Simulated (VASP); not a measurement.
**CdS5: relaxation of cell and atoms with PBE**

Crystal: CdS5.

```
CELL_PARAMETERS angstrom
0.00000 4.05841 4.05841
4.05841 0.00000 4.05841
4.05841 4.05841 0.00000
ATOMIC_POSITIONS crystal
Cd 0.00000 0.00000 0.00000
S 0.25000 0.25000 0.25000
S 0.12776 0.62408 0.62408
S 0.62408 0.62408 0.62408
S 0.62408 0.62408 0.12776
S 0.62408 0.12776 0.62408
```

```yaml
Program: VASP 6.6.1
Task: relaxation of cell and atoms
Functional: PBE
Potentials_or_basis: VASP PAW PBE potentials, release 64 (Cd, S)
Cutoff: 600 eV
k_mesh: 4 × 4 × 4
Occupations: gaussian, width 0.1 eV
Spin: no spin polarisation
Dipole_correction: no
Further_INCAR_settings: ALGO = Normal; EDIFF = 1e-06; IBRION = 2; EDIFFG = -0.04; NSW = 90; ISIF = 3
```

- Relaxed volume: 19.42 Å³/atom
- Relaxed cell: a = 5.483 Å, b = 5.483 Å, c = 5.483 Å, α = 60.00°, β = 60.00°, γ = 60.00°
- Space group after relaxing (to 0.05 Å): F-43m (No. 216)
- Energy gained by relaxing: 160.4 meV/atom
- Ionic steps: 19
- Pressure after relaxing: 0.0 GPa
- Largest force after relaxing: 0.019 eV/Å
- Band gap on the k mesh: zero (band 21 reaches 6.07 eV, above the bottom of band 22 at 4.91 eV)

Forces on the atoms (eV/Å):
```
Cd   0.000  0.000  0.000
S    0.000  0.000  0.000
S   -0.011  0.011  0.011
S   -0.011 -0.011 -0.011
S    0.011  0.011 -0.011
S    0.011 -0.011  0.011
```

Step by step:
```
step  energy change (eV)  largest force (eV/Å)  pressure (GPa)  volume (Å³)
   1              0.0000                0.1912           -7.98       133.69
   2             -0.6901                0.2092           -1.73       113.35
   3             -0.7094                0.1993           -0.06       110.16
   4             -0.7094                0.1973            0.20       109.72
   5             -0.7179                0.2253            0.25       109.72
   6             -0.7499                0.2992            0.47       109.69
   7             -0.8323                0.3476            1.27       109.64
   8             -0.8306                0.7865            5.00       109.53
   9             -0.8780                0.2648            2.03       109.60
  10             -0.8991                0.0723            3.21       109.57
  11             -0.8998                0.0403            2.89       109.57
  12             -0.9032                0.0101            2.90       109.74
  13             -0.9105                0.0914            2.93       110.23
  14             -0.9115                0.3431            3.09       111.23
  15             -0.9135                0.2197            3.00       110.77
  16             -0.9213                0.1995            2.72       111.23
  17             -0.9405                0.1405            1.94       112.62
  18             -0.9608                0.0252            0.51       115.45
  19             -0.9625                0.0185            0.00       116.53
```

Final structure:
```xyz
6
Lattice="0.0000 3.8768 3.8768 3.8768 0.0000 3.8768 3.8768 3.8768 0.0000" Properties=species:S:1:pos:R:3 pbc="T T T"
Cd    0.0000    0.0000    0.0000
S     1.9384    1.9384    1.9384
S     4.7140    3.0396    3.0396
S     4.7140    4.7140    4.7140
S     3.0396    3.0396    4.7140
S     3.0396    4.7140    3.0396
```

Levels at points of the mesh, in eV from the Fermi level:
```
           k point  band 18  band 19  band 20  band 21  band 22  band 23
(0.00, 0.00, 0.00)    -1.45    -1.45    -0.65     1.01     1.01     1.01
(0.50, 0.00, 0.00)    -1.92    -1.92    -0.99     0.14     0.14     0.87
(0.50, 0.50, 0.00)    -2.24    -1.08    -0.98    -0.97     0.20     0.20
```

Run time: 4 min on 1 thread of Intel(R) Xeon(R) 6975P-C (Granite Rapids) (shared host), peak memory 0.34 GiB.
